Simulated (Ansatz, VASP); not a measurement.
**AlN in VASP and in Ansatz**

```
Al N
1.0
    -3.11356    0.00000    0.00000
     0.00000    5.39284    0.00000
     1.55678   -2.69642   -4.98335
Al N
4 4
Cartesian
  -1.5920 -0.9313 -4.9759
  -0.0352 1.7652 -4.9759
  0.0352 3.6277 -2.4842
  -1.5216 0.9313 -2.4842
  -1.5253 -0.9688 -3.0722
  0.0314 1.7276 -3.0722
  -0.0314 3.6652 -0.5806
  -1.5882 0.9688 -0.5806
```

Change from the starting cell: mode 4 frozen in at -0.035 Å and mode 15 at -0.070 Å (largest displacements).

Alike in both runs: task single point; functional PBEsol; k mesh 8 × 8 × 8; occupations gaussian, width 0.05 eV; no spin polarisation.

|  | VASP | Ansatz |
| --- | --- | --- |
| version | VASP 6.6.1 | Ansatz 0.2.0 |
| potentials or method | VASP PAW PBE potentials, release 64 (Al, N), cutoff 520 eV | scalar-relativistic, plane waves, PAW |
| valence electrons in the cell | 32 | 32 |

```csv
,VASP,Ansatz,Ansatz less VASP
gap on the k mesh at the Fermi level (eV),4.06,4.04,-0.016
least direct gap on the mesh (eV),4.06,4.04,-0.016
pressure (GPa),1.4,1.3,-0.03
"traceless stress, the component that is largest in VASP (GPa)",7.71,7.60,-0.108
rms of the force components (eV/Å),0.715,0.709,-0.0062
```

VASP's potentials were made for PBE, not for PBEsol, and Ansatz warns of the same on its side. Atom by atom the forces differ by 0.006 eV/Å (rms over components).
